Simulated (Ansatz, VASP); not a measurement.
One calculation of ZrPt, two programs

```
Zr Pt
1.0
     1.71666   -5.20341    0.00000
     1.71666    5.20341    0.00000
     0.00000    0.00000    4.28243
Zr Pt
2 2
Direct
  0.85875 0.14125 0.75000
  0.14125 0.85875 0.25000
  0.59226 0.40774 0.75000
  0.40774 0.59226 0.25000
```

Alike in both runs: task electric field gradients; functional LDA; k mesh 11 × 11 × 9; occupations fermi-dirac, width 0.05 eV; no spin polarisation.

|  | VASP | Ansatz |
| --- | --- | --- |
| version | VASP 6.6.1 | Ansatz 0.2.0 |
| potentials or method | VASP PAW LDA potentials, release 64 (Zr_sv, Pt) | PAW with Ansatz's default frozen-core files, scalar-relativistic |
| plane-wave cutoff (eV) | 520 | 420 |
| valence electrons in the cell | 44 | 60 |

VASP gave:

| Quantity | Value |
| --- | --- |
| pressure (GPa) | -7.2 |
| traceless stress, the component that is largest in VASP (GPa) | 0.82 |
| rms of the force components (eV/Å) | 0.038 |
| size of Vzz on the site where it differs most (V/Å²) | 280.8 |

Which values does Ansatz return?

Pressure (GPa): -7.6; traceless stress, the component that is largest in VASP (GPa): 0.87; rms of the force components (eV/Å): 0.037; size of Vzz on the site where it differs most (V/Å²): 234.2.

LDA's correlation is that of Perdew and Zunger in VASP and of Perdew and Wang (1992) in Ansatz. Atom by atom the forces differ by 0.003 eV/Å (rms over components). VASP's potentials hold 44 valence electrons a cell and Ansatz's 60, so a difference there can come from the potentials and not from the codes.

Neither program's run includes spin-orbit coupling.
